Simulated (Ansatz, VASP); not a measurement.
# MgGaC6N6: VASP beside Ansatz

```xyz
14
Lattice="0.0000 5.4786 5.4786 5.4786 0.0000 5.4786 5.4786 5.4786 0.0000" Properties=species:S:1:pos:R:3 pbc="T T T"
Mg    0.0000    0.0000    0.0000
Ga    5.4786    5.4786    5.4786
C     2.2809    5.4786    5.4786
C     5.4786    2.2809    5.4786
C     5.4786    5.4786    2.2809
C     8.6763    5.4786    5.4786
C     5.4786    8.6763    5.4786
C     5.4786    5.4786    8.6763
N     3.4461    5.4786    5.4786
N     5.4786    3.4461    5.4786
N     5.4786    5.4786    3.4461
N     7.5111    5.4786    5.4786
N     5.4786    7.5111    5.4786
N     5.4786    5.4786    7.5111
```

Alike in both runs: task single point; functional PBE; k mesh 6 × 6 × 6; occupations tetrahedron; no spin polarisation.

```csv
,VASP,Ansatz
version,VASP 6.6.1,Ansatz 0.2.0
potentials or method,"VASP PAW PBE potentials, release 64 (Mg, Ga_d, C, N), cutoff 600 eV","scalar-relativistic, plane waves, PAW"
valence electrons in the cell,69,77
```

```csv
,VASP,Ansatz,Ansatz less VASP
gap on the k mesh at the Fermi level (eV),none,none,-
pressure (GPa),0.3,0.0,-0.29
rms of the force components (eV/Å),0.213,0.002,-0.2110
```

Atom by atom the forces differ by 0.212 eV/Å (rms over components). A gap of «none» marks a metal or a gap that the smearing closes. VASP's potentials hold 69 valence electrons a cell and Ansatz's 77, so a difference there can come from the potentials and not from the codes. Ansatz's warnings: band table not solved further, tetrahedron derivatives may miss energy slope.

Noted on VASP's run: the standard files for N, O and F lose accuracy on very short bonds.
